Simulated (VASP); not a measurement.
Input of a VASP 6.6.1 run:

The input INCAR:

```
  ALGO = Normal
  EDIFF = 1E-6
  ENCUT = 600
  GGA = PE
  GGA_COMPAT = False
  ISIF = 2
  ISMEAR = 0
  LASPH = True
  LCHARG = False
  LMAXMIX = 6
  LREAL = False
  LWAVE = False
  NBANDS = 34
  NELM = 200
  PREC = Accurate
  SIGMA = 0.1
```

Contents of KPOINTS:

```
k-points
0
Gamma
  4 4 4
```

The input POSCAR:

```
Tb5C
1.0
    0.0000000000      4.1616825300      4.1616825300
    4.1616825300      0.0000000000      4.1616825300
    4.1616825300      4.1616825300      0.0000000000
Tb C
5 1
Direct
    0.3750000000      0.3750000000      0.8750000000
    0.3750000000      0.8750000000      0.3750000000
    0.8750000000      0.3750000000      0.3750000000
    0.3750000000      0.3750000000      0.3750000000
    0.7500000000      0.7500000000      0.7500000000
    0.0000000000      0.0000000000      0.0000000000
```

Potentials or basis: VASP PAW PBE potentials, release 64 (Tb_3, C), 4f in core.

The run is started by

```console
$ cat potpaw_PBE.64/Tb_3/POTCAR potpaw_PBE.64/C/POTCAR > POTCAR
$ mpirun -np 1 vasp_std > vasp.out
```

Question: What does it give for the pressure?

Answer: 9.8 GPa.

Question: Estimate the band gap on the k mesh.

Answer: Zero (an odd number of electrons rules out a gap without spin polarisation).

Caveat: the cell stands under pressure; spin-orbit coupling is left out, which moves the levels of the heavy elements; the 4f electrons are frozen in the core, so they carry no moment and show no levels. Spin polarisation is off, so any magnetic state and its effect on volume and gap are missing.
